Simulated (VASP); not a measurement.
Wanted: the native input for a VASP 6.6.1 run.

```yaml
Task: relaxation of cell and atoms
Functional: PBE
Potentials_or_basis: VASP PAW PBE potentials, release 64 (Ho_3, O), 4f in core
Cutoff: 600 eV
k_mesh: 6 × 6 × 4
Occupations: gaussian, width 0.1 eV
Spin: no spin polarisation
Dipole_correction: no
Further_INCAR_settings: ALGO = Normal; EDIFF = 1e-07; IBRION = 2; EDIFFG = -0.04; NSW = 90; ISIF = 3
```

The structure of HoO lies in POSCAR:

```
HoO
1.0
    3.1474319200      0.0000000000      0.0000000000
   -1.5737159600      2.7257560000      0.0000000000
    0.0000000000      0.0000000000      5.2499123800
Ho O
1 1
Direct
    0.6666666700      0.3333333300      0.0000000000
    0.0000000000      0.0000000000      0.5000000000
```

The cell was generated, and may not be a known phase.

These files were run (other wordings do the same):

INCAR

```
  PREC = Accurate
  ENCUT = 600
  EDIFF = 1E-7
  ISMEAR = 0
  SIGMA = 0.1
  LREAL = False
  LASPH = True
  NELM = 200
  ALGO = Normal
  ISIF = 3
  LWAVE = False
  LCHARG = False
  GGA = PE
  IBRION = 2
  NSW = 90
  EDIFFG = -0.04
  GGA_COMPAT = False
  NELMIN = 4
  LMAXMIX = 6
```

KPOINTS

```
Automatic mesh
0
Gamma
  6 6 4
```

Potentials or basis: VASP PAW PBE potentials, release 64 (Ho_3, O), 4f in core.

Run with:

```sh
$ cat potpaw_PBE.64/Ho_3/POTCAR potpaw_PBE.64/O/POTCAR > POTCAR
$ mpirun -np 1 vasp_std > vasp.out
```

It gave:

```yaml
Relaxed_volume: 14.22 Å³/atom
Relaxed_cell: a = 3.255 Å, b = 3.255 Å, c = 3.101 Å, α = 90.00°, β = 90.00°, γ = 120.00°
Space_group_after_relaxing_to_0.1_Å: P-6m2 (No. 187)
Energy_gained_by_relaxing: 2754.1 meV/atom
Ionic_steps: 9
Pressure_after_relaxing: 0.0 GPa
Band_gap_on_the_k_mesh: zero (an odd number of electrons rules out a gap without spin polarisation)
```

Caveat: the k points lie up to 0.51 Å⁻¹ apart in the final cell, too coarse for converged energies and pressures of a metal; the volume moved by over 15 % at a fixed basis, so the end points are rough; spin-orbit coupling is left out, which moves the levels of the heavy elements; the 4f electrons are frozen in the core, so they carry no moment and show no levels; an odd number of electrons without spin polarisation forces a metal; a magnetic or distorted state may lie lower; the run has no spin polarisation, though such a crystal can be magnetic.

It took 59 s on 1 thread of AMD EPYC 9R45 96-Core Processor (Zen 5), on a shared host, peak memory 0.18 GiB.
